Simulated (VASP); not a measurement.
## Be3Se2O: single point with PBE

The system is Be3Se2O.

```xyz
6
Lattice="5.5669 0.0000 0.0000 -2.7835 4.8211 0.0000 0.0000 0.0000 3.0757" Properties=species:S:1:pos:R:3 pbc="T T T"
Be    1.3003    0.0000    1.5378
Be   -0.6502    1.1261    1.5378
Be    2.1333    3.6950    1.5378
Se    0.0000    3.2141    1.5378
Se    2.7835    1.6070    1.5378
O     0.0000    0.0000    0.0000
```

| Quantity | Value |
| --- | --- |
| Program | VASP 6.6.1 |
| Task | single point |
| Functional | PBE |
| Potentials or basis | VASP PAW PBE potentials, release 64 (Be, Se, O) |
| Cutoff | 600 eV |
| k mesh | 3 × 3 × 3 |
| Occupations | gaussian, width 0.15 eV |
| Spin | no spin polarisation |
| Dipole correction | no |
| Further INCAR settings | ALGO = Normal; EDIFF = 1e-06; NBANDS = 21 |

```yaml
Pressure: 0.5 GPa
Largest_force: 0.015 eV/Å
Band_gap_on_the_k_mesh: zero (filled and empty bands touch)
```

Forces on the atoms (eV/Å):
```
Be  -0.015  0.000  0.000
Be   0.008 -0.013  0.000
Be   0.008  0.013  0.000
Se   0.000  0.000  0.000
Se   0.000  0.000  0.000
O    0.000  0.000  0.000
```

Stress tensor (GPa, compression positive):
```
 0.75  0.00  0.00
 0.00  0.75  0.00
 0.00  0.00 -0.12
```

Levels at points of the mesh, in eV from the Fermi level:
```
           k point  band 10  band 11  band 12  band 13  band 14  band 15
(0.00, 0.00, 0.00)    -3.37    -1.35    -0.52     0.90     3.33     4.73
```

Run time: 19 s on 1 thread of Intel(R) Xeon(R) Platinum 8375C CPU @ 2.90GHz (Ice Lake) (shared host), peak memory 0.24 GiB.

Caveat: the k points lie up to 0.68 Å⁻¹ apart.
